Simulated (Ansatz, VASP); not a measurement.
CsI in VASP and in Ansatz

File INCAR:

```
PREC = Accurate
ENCUT = 500
EDIFF = 1E-6
ISMEAR = 0
SIGMA = 0.05
LREAL = False
LASPH = True
NELM = 120
ALGO = Normal
ISIF = 2
LWAVE = False
LCHARG = True
GGA = PE
LELF = True
LVHAR = True
NBANDS = 15
GGA_COMPAT = False
```

Contents of KPOINTS:

```
regular mesh
0
Gamma
  8 8 8
```

The input POSCAR:

```
CsI
1.0
    4.5783159319      0.0000000000      0.0000000000
    0.0000000000      4.5783159319      0.0000000000
    0.0000000000      0.0000000000      4.5783159319
Cs I
1 1
Direct
    0.0000000000      0.0000000000      0.0000000000
    0.5000000000      0.5000000000      0.5000000000
```

Input for Ansatz:

```yaml
crystal:
  lattice:
    - [4.5783159319, 0.0, 0.0]
    - [0.0, 4.5783159319, 0.0]
    - [0.0, 0.0, 4.5783159319]
  atoms:
    - { symbol: Cs, position: [0.0, 0.0, 0.0] }
    - { symbol: I, position: [0.5, 0.5, 0.5] }
basis:
  ecutwfc: 420
  ecutrho_ratio: 4
kpoints:
  mp_grid: { grid: [8, 8, 8] }
hamiltonian:
  xc: pbe
scf:
  occupations: { method: gaussian, width: 0.05 }
output:
  forces: true
  stress: true
  eigenvalues: true
```

Alike in both runs: task single point; functional PBE; k mesh 8 × 8 × 8; occupations gaussian, width 0.05 eV; no spin polarisation.

|  | VASP | Ansatz |
| --- | --- | --- |
| version | VASP 6.6.1 | Ansatz 0.2.0 |
| potentials or method | VASP PAW PBE potentials, release 64 (Cs_sv, I), cutoff 500 eV | scalar-relativistic, plane waves, PAW |
| valence electrons in the cell | 16 | 26 |

Ansatz gave:

```
gap on the k mesh at the Fermi level (eV) : 3.86
least direct gap on the mesh (eV)         : 3.95
pressure (GPa)                            : 0.7
```

Question: Estimate VASP's values.

Answer: gap on the k mesh at the Fermi level (eV): 3.85; least direct gap on the mesh (eV): 3.94; pressure (GPa): 0.7.

The functional is the same, so the differences come from potentials, cutoffs and numerics. VASP's potentials hold 16 valence electrons a cell and Ansatz's 26, so a difference there can come from the potentials and not from the codes.

Neither program's run includes spin-orbit coupling.
